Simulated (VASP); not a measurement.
A run of VASP 6.6.1:

The input INCAR:

```
SYSTEM = Al12H
ALGO     = Normal         ! electronic algorithm
DIPOL    = 0.5 0.5 0.301
EDIFF    = 1E-7           ! SCF threshold, eV
ENCUT    = 520            ! plane-wave cutoff, eV
GGA      = PS             ! functional
IDIPOL   = 3            
ISIF     = 2              ! what is computed and relaxed
ISMEAR   = 0              ! smearing method
LASPH    = .TRUE.         ! aspherical terms in the spheres
LCHARG   = .FALSE.        ! write CHGCAR
LDIPOL   = .TRUE.       
LREAL    = .FALSE.        ! projectors in reciprocal space
LWAVE    = .FALSE.        ! write WAVECAR
NBANDS   = 30             ! bands
NELM     = 100            ! most SCF steps
PREC     = Accurate       ! precision mode
SIGMA    = 0.1            ! smearing width, eV
```

KPOINTS

```
k-points
0
G
  5 5 1
  0 0 0
```

Contents of POSCAR:

```
Al12H
1.0
    5.6788540124      0.0000000000      0.0000000000
    0.0000000000      5.6788540124      0.0000000000
    0.0000000000      0.0000000000     21.1413451746
Al H
12 1
Direct
    0.2500000000      0.2500000000      0.1892027195
    0.2500000000      0.7500000000      0.1892027195
    0.7500000000      0.2500000000      0.1892027195
    0.7500000000      0.7500000000      0.1892027195
    0.0000000000      0.0000000000      0.2870821533
    0.0000000000      0.5000000000      0.2870821533
    0.5000000000      0.0000000000      0.2870821533
    0.5000000000      0.5000000000      0.2870821533
    0.2500000000      0.2500000000      0.3850911618
    0.2500000000      0.7500000000      0.3850911618
    0.7500000000      0.2500000000      0.3850911618
    0.7500000000      0.7500000000      0.3850911618
    0.5000000000      0.5000000000      0.4640832971
```

Potentials or basis: VASP PAW PBE potentials, release 64 (Al, H).

Command:

```bash
$ cat potpaw_PBE.64/Al/POTCAR potpaw_PBE.64/H/POTCAR > POTCAR
$ mpirun -np 1 vasp_std > vasp.out
```

Hardware: 1 thread of Intel(R) Xeon(R) Platinum 8559C (Emerald Rapids), on a shared host.

Problem. How long does it take, and how much memory?

Solution. Run time: 4.8 min on 1 thread of Intel(R) Xeon(R) Platinum 8559C (Emerald Rapids), on a shared host, peak memory 0.61 GiB. Counts: scf iterations 26, k points 6.
